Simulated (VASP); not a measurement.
Wanted: the native input for a VASP 6.6.1 run.

```yaml
Task: single point
Functional: PBE0
Potentials_or_basis: VASP PAW PBE potentials, release 64 (Si, C)
Cutoff: 520 eV
k_mesh: 1 × 1 × 1
Occupations: gaussian, width 0.01 eV
Spin: no spin polarisation
Dipole_correction: no
Grid_for_exact_exchange_PRECFOCK: Normal
Further_INCAR_settings: ALGO = Normal; EDIFF = 1e-06; NBANDS = 23
```

Crystal: Si3C4.

```
Si C
1.0
     4.36000    0.00000    0.00000
     0.00000    4.36000    0.00000
     0.00000    0.00000    4.36000
Si C
3 4
Direct
  0.00055 0.49806 0.50317
  0.49857 0.00251 0.49703
  0.49996 0.49948 0.99941
  0.24782 0.24766 0.24943
  0.25110 0.74841 0.74838
  0.75169 0.24726 0.74663
  0.74721 0.75004 0.24900
```

One way to write it, as run:

POSCAR

```
Si3C4
1.0
    4.3600000000      0.0000000000      0.0000000000
    0.0000000000      4.3600000000      0.0000000000
    0.0000000000      0.0000000000      4.3600000000
Si C
3 4
Direct
    0.0005500000      0.4980600000      0.5031700000
    0.4985700000      0.0025100000      0.4970300000
    0.4999600000      0.4994800000     -0.0005900000
    0.2478200000      0.2476600000      0.2494300000
    0.2511000000      0.7484100000      0.7483800000
    0.7516900000      0.2472600000      0.7466300000
    0.7472100000      0.7500400000      0.2490000000
```

INCAR.step1

```
ALGO = Normal
EDIFF = 1E-5
ENCUT = 520
GGA = PE
GGA_COMPAT = F
ISIF = 2
ISMEAR = 0
LASPH = T
LCHARG = F
LREAL = F
LWAVE = T
NBANDS = 23
NELM = 120
PREC = Accurate
SIGMA = 0.01
```

INCAR.step2

```
AEXX = 0.25
ALGO = Normal
EDIFF = 1E-6
ENCUT = 520
GGA = PE
GGA_COMPAT = F
ISIF = 2
ISMEAR = 0
ISTART = 1
LASPH = T
LCHARG = F
LHFCALC = T
LREAL = F
LWAVE = F
NBANDS = 23
NELM = 120
PREC = Accurate
PRECFOCK = Normal
SIGMA = 0.01
```

KPOINTS

```
k-points
0
Gamma
  1 1 1
```

Potentials or basis: VASP PAW PBE potentials, release 64 (Si, C).

Run with:

```sh
$ cat potpaw_PBE.64/Si/POTCAR potpaw_PBE.64/C/POTCAR > POTCAR
$ cp INCAR.step1 INCAR
$ mpirun -np 1 vasp_gam > vasp.out
$ cp INCAR.step2 INCAR
$ mpirun -np 1 vasp_gam > vasp.out
```

Results of the run:

```json
{"Pressure": "-1.4 GPa", "Largest force": "4.738 eV/Å", "Band gap on the k mesh": "2.11 eV"}
```

Caveat: the k points lie up to 1.44 Å⁻¹ apart; the PAW data sets were made with another functional, which shifts forces and pressure a little.

Wall time 21 s on 1 thread of Intel(R) Xeon(R) 6975P-C (Granite Rapids) (shared host), peak memory 0.17 GiB.
